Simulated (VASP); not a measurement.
# Ni (Fm-3m) in VASP: further runs, part 3 of 4

VASP 6.6.1.

### 4 Single point, PBE, collinear spin, ferromagnetic start

This run uses another cell than the first one, of 9.45 Å³/atom, 0.868 times its volume.

INCAR reads:

```
SYSTEM = Ni
  ALGO = Fast
  EDIFF = 1E-6
  ENCUT = 520
  GGA = PE
  ISIF = 2
  ISMEAR = 0
  ISPIN = 2
  LASPH = .TRUE.
  LCHARG = .FALSE.
  LMAXMIX = 4
  LORBIT = 11
  LREAL = .FALSE.
  LWAVE = .FALSE.
  MAGMOM = 0.73
  NBANDS = 15
  NELM = 150
  PREC = Accurate
  SIGMA = 0.1
```

KPOINTS reads:

```
k-points
0
G
  22 22 22
  0 0 0
```

POSCAR reads:

```
Ni
1.0
    0.0000000000      1.6780422572      1.6780422572
    1.6780422572      0.0000000000      1.6780422572
    1.6780422572      1.6780422572      0.0000000000
Ni
1
Direct
    0.0000000000      0.0000000000      0.0000000000
```

Potentials or basis: VASP PAW PBE potentials, release 64 (Ni).

The run is started by

```bash
> cat potpaw_PBE.64/Ni/POTCAR > POTCAR
> mpirun -np 1 vasp_std > vasp.out
```

OUTCAR:

```text
SYSTEM = Ni
   EDIFF = 1E-6
   ENCUT = 520
   GGA = PE
   ISIF = 2
   ISMEAR = 0
   ISPIN = 2
   LASPH = .TRUE.
   LORBIT = 11
   LREAL = .FALSE.
   NELM = 150
   PREC = Accurate

 ion  position               nearest neighbor table
   1  0.000  0.000  0.000-

  LATTYP: Found a face centered cubic cell.
 ALAT       =     3.3560845144

  Lattice vectors:

 A1 = (   0.0000000000,   1.6780422572,   1.6780422572)
 A2 = (   1.6780422572,   0.0000000000,   1.6780422572)
 A3 = (   1.6780422572,   1.6780422572,   0.0000000000)

Analysis of symmetry for initial positions (statically):
=====================================================================
 Subroutine PRICEL returns:
 Original cell was already a primitive cell.

 Routine SETGRP: Setting up the symmetry group for a
 face centered cubic supercell.

 Subroutine GETGRP returns: Found 48 space group operations
 (whereof 48 operations were pure point group operations)
 out of a pool of 48 trial point group operations.

The static configuration has the point symmetry O_h .

Analysis of symmetry for dynamics (positions and initial velocities):
=====================================================================
 Subroutine PRICEL returns:
 Original cell was already a primitive cell.

 Routine SETGRP: Setting up the symmetry group for a
 face centered cubic supercell.

 Subroutine GETGRP returns: Found 48 space group operations
 (whereof 48 operations were pure point group operations)
 out of a pool of 48 trial point group operations.

The dynamic configuration has the point symmetry O_h .

Analysis of structural, dynamic, and magnetic symmetry:
=====================================================================
 Subroutine PRICEL returns:
 Original cell was already a primitive cell.

 Routine SETGRP: Setting up the symmetry group for a
 face centered cubic supercell.

 Subroutine GETGRP returns: Found 48 space group operations
 (whereof 48 operations were pure point group operations)
 out of a pool of 48 trial point group operations.

The overall configuration has the point symmetry O_h .

 Subroutine INISYM returns: Found 48 space group operations
 (whereof 48 operations are pure point group operations),
 and found     1 'primitive' translations

----------------------------------------------------------------------------------------

                                     Primitive cell

  volume of cell :       9.4501

  direct lattice vectors                    reciprocal lattice vectors
     0.000000000  1.678042257  1.678042257    -0.297966275  0.297966275  0.297966275
     1.678042257  0.000000000  1.678042257     0.297966275 -0.297966275  0.297966275
     1.678042257  1.678042257  0.000000000     0.297966275  0.297966275 -0.297966275

  length of vectors
     2.373110118  2.373110118  2.373110118     0.516092727  0.516092727  0.516092727

  position of ions in fractional coordinates (direct lattice)
     0.000000000  0.000000000  0.000000000

  ion indices of the primitive-cell ions
   primitive index   ion index
                 1           1

----------------------------------------------------------------------------------------

 KPOINTS: k-points

Automatic generation of k-mesh.
 Grid dimensions read from file:
 generate k-points for:   22   22   22
[... 68 lines left out ...]
   IBRION =     -1    ionic relax: 0-MD 1-quasi-New 2-CG
   NFREE  =      0    steps in history (QN), initial steepest desc. (CG)
   ISIF   =      2    stress and relaxation
   ISYM   =      2    0-nonsym 1-usesym 2-fastsym
   POTIM  = 0.5000    time-step for ionic-motion
   TEBEG  =    0.0;   TEEND  =   0.0 temperature during run
   PSTRESS=    0.0 pullay stress
   NELECT =      10.0000    total number of electrons
   NUPDOWN=      -1.0000    fix difference up-down
   EMIN   =  10.00;   EMAX   =-10.00  energy-range for DOS
   EFERMI =   0.00;   METHOD = LEGACY
   ISMEAR =     0;   SIGMA  =   0.10  broadening in eV -4-tet -1-fermi 0-gaus
   EFERMI_NEDOS =   21; number of points for ismear=-14 and -15
   IALGO  =     68    algorithm
   IMIX   =      4    mixing-type and parameters
     AMIX     =   0.40;   BMIX     =  1.00
     AMIX_MAG =   1.60;   BMIX_MAG =  1.00
  volume/ion in A,a.u.               =       9.45        63.77
  Fermi-wavevector in a.u.,A,eV,Ry     =   1.668253  3.152541 37.865944  2.783068
  Thomas-Fermi vector in A             =   2.754133
   LORBIT       =     11    0 simple, 1 ext, 2 COOP (PROOUT), +10 PAW based schemes
   GGA     = PE    functional components
   LHFCALC =     F    Hartree Fock is set to
   AEXX    =    0.0000 exact exchange contribution
   IVDW    =     0    specifies the selected vdW correction
   LEPSILON=     F    determine dielectric tensor
   LRPA    =     F    only Hartree local field effects (RPA)
 spin polarized calculation
 RMM-DIIS sequential band-by-band and
 Gauss-broadening in eV      SIGMA  =   0.10
  energy-cutoff  :      520.00
  volume of cell :        9.45
 maximum number of plane-waves:       268
 NGX is ok and might be reduce to    18
   NGX =  9   NGY =  9   NGZ =  9

 number of electron      10.0000007 magnetization       0.5916346

 Free energy of the ion-electron system (eV)
  ---------------------------------------------------
  ext. energy  EPLUGINS =         0.00000000
  ---------------------------------------------------
  free energy    TOTEN  =        -5.32072527 eV

  energy without entropy =       -5.31258157  energy(sigma->0) =       -5.31665342

 E-fermi :  11.5312     XC(G=0): -14.1083

 val. band max:       11.5300917224   @ k =  -0.1818   0.2273   0.0455
 cond. band min:      11.5336666994   @ k =   0.5000   0.2727   0.0909
 fundamental gap:      0.0035749770
 Fermi energy:        11.5311856749

 spin component 1

 k-point     1 :       0.0000    0.0000    0.0000
  band No.  band energies     occupation
      1       1.4918      1.00000
      2       8.7174      1.00000
      3       8.7174      1.00000
      4       8.7174      1.00000
      5      10.1463      1.00000
      6      10.1463      1.00000
      7      36.4307      0.00000
      8      41.4214      0.00000
      9      41.4214      0.00000
     10      41.4214      0.00000
     11      44.9735      0.00000
     12      44.9735      0.00000
     13      44.9735      0.00000
     14      47.4794      0.00000
[... 403 lines left out ...]
      4      10.2206      1.00000
      5      10.9302      1.00000
      6      11.6530      0.04249
      7      18.5429      0.00000
      8      34.5151      0.00000
      9      37.6988      0.00000
     10      38.4564      0.00000
     11      42.0862      0.00000
     12      42.7908      0.00000
     13      49.2789      0.00000
     14      57.1747      0.00000
     15      60.8998      0.00000

 [... further k-points ...]

 spin component 2

 k-point     1 :       0.0000    0.0000    0.0000
  band No.  band energies     occupation
      1       1.4705      1.00000
      2       9.4273      1.00000
      3       9.4273      1.00000
      4       9.4273      1.00000
      5      10.7037      1.00000
      6      10.7037      1.00000
      7      36.3003      0.00000
      8      41.3966      0.00000
      9      41.3966      0.00000
     10      41.3966      0.00000
     11      45.0886      0.00000
     12      45.0886      0.00000
     13      45.0886      0.00000
     14      47.3711      0.00000
[... 403 lines left out ...]
      4      10.4739      1.00000
      5      11.6509      0.04527
      6      12.1154      0.00000
      7      18.9415      0.00000
      8      34.4255      0.00000
      9      37.7757      0.00000
     10      38.5431      0.00000
     11      42.1469      0.00000
     12      42.8369      0.00000
     13      49.4508      0.00000
     14      59.7356      0.00000
     15      60.9991      0.00000

 [... further k-points ...]
[... 5 lines left out ...]
  --------------------------------------------------------------------------------------
  -------------------------------------------------------------------------------------
  Total        2.3058480      2.3058480      2.3058480      0.0000000      0.0000000      0.0000000
  in kB      390.9332265    390.9332265    390.9332265      0.0000000      0.0000000      0.0000000
  external PRESSURE =     390.9332265 kB  Pullay stress =       0.0000000 kB

 VOLUME and BASIS-vectors are now :
 -----------------------------------------------------------------------------
  energy-cutoff  :      520.00
  volume of cell :        9.45
      direct lattice vectors                 reciprocal lattice vectors
     0.000000000  1.678042257  1.678042257    -0.297966275  0.297966275  0.297966275
     1.678042257  0.000000000  1.678042257     0.297966275 -0.297966275  0.297966275
     1.678042257  1.678042257  0.000000000     0.297966275  0.297966275 -0.297966275

 POSITION                                       TOTAL-FORCE (eV/Angst)
 -----------------------------------------------------------------------------------
      0.00000      0.00000      0.00000         0.000000      0.000000      0.000000
 -----------------------------------------------------------------------------------
    total drift:                                0.000000     -0.000000     -0.000000

  FREE ENERGIE OF THE ION-ELECTRON SYSTEM (eV)
  ---------------------------------------------------
  free  energy   TOTEN  =        -5.3207252711 eV

  energy  without entropy=       -5.3125815652  energy(sigma->0) =       -5.31665342

 total charge

# of ion       s       p       d       tot
------------------------------------------
    1        0.564   0.638   8.398   9.600

 magnetization (x)

# of ion       s       p       d       tot
------------------------------------------
    1       -0.006  -0.026   0.623   0.591
```

stdout:

```text
POSCAR found type information on POSCAR Ni
 POSCAR found :  1 types and       1 ions
 scaLAPACK will be used
 LDA part: xc-table for (Slater+PW92), standard interpolation
 POSCAR, INCAR and KPOINTS ok, starting setup
 FFT: planning ... GRIDC
 FFT: planning ... GRID_SOFT
 FFT: planning ... GRID
 WAVECAR not read
 entering main loop
WARNING in EDDRMM: call to ZHEGV failed, returncode =   8  4     11
WARNING in EDDRMM: call to ZHEGV failed, returncode =   8  4     11
```

It took 50 s on 1 thread of Intel Xeon 6975P-C (Granite Rapids), shared host; peak memory 0.18 GiB.

Results:

* Free energy: -5.3207 eV
* Pressure: 39.1 GPa
* Net moment: 0.59 μB per cell
* Site moments: Ni +0.59 μB
* Valence electrons inside the program's atomic spheres: Ni 9.60

### 5 Relaxation of cell and atoms, PBE, collinear spin, ferromagnetic start

This run uses another cell than the first one, of 11.05 Å³/atom, 1.015 times its volume.

INCAR reads:

```
ALGO = Normal ; EDIFF = 1E-6
EDIFFG = -0.005 ; ENCUT = 600
GGA = PE ; IBRION = 2
ISIF = 3 ; ISMEAR = 0
ISPIN = 2 ; LASPH = T
LCHARG = F ; LMAXMIX = 4
LORBIT = 11 ; LREAL = F
LWAVE = F ; MAGMOM = 0.81
NELM = 150 ; NSW = 100
PREC = Accurate ; SIGMA = 0.1
```

KPOINTS reads:

```
k-points
0
Gamma
  20 20 20
```

POSCAR reads:

```
Ni
1.0
    0.0000000000      1.7679500000      1.7679500000
    1.7679500000      0.0000000000      1.7679500000
    1.7679500000      1.7679500000      0.0000000000
Ni
1
Direct
    0.0000000000      0.0000000000      0.0000000000
```

Potentials or basis: VASP PAW PBE potentials, release 64 (Ni).

The run is started by

```bash
> cat potpaw_PBE.64/Ni/POTCAR > POTCAR
> mpirun -np 1 vasp_std > vasp.out
```

OUTCAR:

```text
EDIFF = 1E-6
   EDIFFG = -0.005
   ENCUT = 600
   GGA = PE
   IBRION = 2
   ISIF = 3
   ISMEAR = 0
   ISPIN = 2
   LASPH = T
   LORBIT = 11
   LREAL = F
   NELM = 150
   NSW = 100
   PREC = Accurate

 ion  position               nearest neighbor table
   1  0.000  0.000  0.000-

  LATTYP: Found a face centered cubic cell.
 ALAT       =     3.5359000000

  Lattice vectors:

 A1 = (   0.0000000000,   1.7679500000,   1.7679500000)
 A2 = (   1.7679500000,   0.0000000000,   1.7679500000)
 A3 = (   1.7679500000,   1.7679500000,   0.0000000000)

Analysis of symmetry for initial positions (statically):
=====================================================================
 Subroutine PRICEL returns:
 Original cell was already a primitive cell.

 Routine SETGRP: Setting up the symmetry group for a
 face centered cubic supercell.

 Subroutine GETGRP returns: Found 48 space group operations
 (whereof 48 operations were pure point group operations)
[... 263 lines left out ...]

 spin component 1

 k-point     1 :       0.0000    0.0000    0.0000
  band No.  band energies     occupation
      1       0.3654      1.00000
      2       6.9362      1.00000
      3       6.9362      1.00000
      4       6.9362      1.00000
      5       8.1149      1.00000
      6       8.1149      1.00000
      7      33.0976      0.00000
      8      36.9567      0.00000
      9      36.9567      0.00000
[... 265 lines left out ...]
 k-point    24 :      -0.3500    0.0500    0.0000
  band No.  band energies     occupation
      1       4.1923      1.00000
      2       7.0241      1.00000
      3       7.0789      1.00000
      4       7.1999      1.00000
      5       8.4445      1.00000
      6       8.7942      1.00000
      7      18.5135      0.00000
      8      31.0579      0.00000
      9      33.4240      0.00000

 [... further k-points ...]

 spin component 2

 k-point     1 :       0.0000    0.0000    0.0000
  band No.  band energies     occupation
      1       0.3296      1.00000
      2       7.6937      1.00000
      3       7.6937      1.00000
      4       7.6937      1.00000
      5       8.7012      1.00000
      6       8.7012      1.00000
      7      32.9333      0.00000
      8      36.9367      0.00000
      9      36.9367      0.00000
[... 304 lines left out ...]
  FREE ENERGIE OF THE ION-ELECTRON SYSTEM (eV)
  ---------------------------------------------------
  free  energy   TOTEN  =        -5.4749396743 eV

  energy  without entropy=       -5.4661734935  energy(sigma->0) =       -5.47055658

 reached required accuracy - stopping structural energy minimisation

 total charge

# of ion       s       p       d       tot
------------------------------------------
    1        0.498   0.498   8.314   9.309

 magnetization (x)

# of ion       s       p       d       tot
------------------------------------------
    1       -0.007  -0.025   0.672   0.640
```

OSZICAR:

```text
N       E                     dE             d eps       ncg     rms          rms(c)
DAV:   1     0.257333987182E+02    0.25733E+02   -0.53141E+03  9336   0.158E+03
[... 25 lines left out ...]
DAV:   2    -0.548755627902E+01    0.22618E-01   -0.56570E-01  9664   0.113E+01    0.910E-01
DAV:   3    -0.547569545176E+01    0.11861E-01   -0.90377E-02  9540   0.486E+00    0.255E-01
DAV:   4    -0.547503867035E+01    0.65678E-03   -0.44873E-04 10415   0.203E-01    0.144E-01
DAV:   5    -0.547493177815E+01    0.10689E-03   -0.23166E-04 12594   0.122E-01    0.271E-02
DAV:   6    -0.547493653398E+01   -0.47558E-05   -0.30860E-06  7755   0.183E-02    0.164E-02
DAV:   7    -0.547493956622E+01   -0.30322E-05   -0.18418E-06  5684   0.249E-02    0.210E-03
DAV:   8    -0.547493967429E+01   -0.10808E-06   -0.46131E-08  4636   0.279E-03
   3 F= -.54749397E+01 E0= -.54705566E+01  d E =-.158996E-02  mag=     0.6283
```

It took 81 s on 1 thread of Intel Xeon 6975P-C, shared host; peak memory 0.18 GiB.

Results:

- Free energy: -5.4749 eV
- Relaxed volume: 10.88 Å³/atom
- Relaxed cell: a = 2.487 Å, b = 2.487 Å, c = 2.487 Å, α = 60.00°, β = 60.00°, γ = 60.00°
- Space group after relaxing (to 0.05 Å): Fm-3m (No. 225)
- Energy gained by relaxing: 1.6 meV/atom
- Ionic steps: 3
- Pressure after relaxing: 0.0 GPa
- Net moment: 0.63 μB per cell
- Site moments: Ni +0.64 μB
- Valence electrons inside the program's atomic spheres: Ni 9.31

The path:
```tsv
step	energy change (eV)	largest force (eV/Å)	pressure (GPa)	volume (Å³)
1	0.0000	0.0000	-2.93	11.05
2	-0.0003	0.0000	2.83	10.73
3	-0.0016	0.0000	0.00	10.88
```

Final structure:
```yaml
crystal:
  lattice:
    - [0.00000, 1.75881, 1.75881]
    - [1.75881, 0.00000, 1.75881]
    - [1.75881, 1.75881, 0.00000]
  atoms:
    - { symbol: Ni, position: [0.00000, 0.00000, 0.00000] }
```

[end of part 3 of 4]
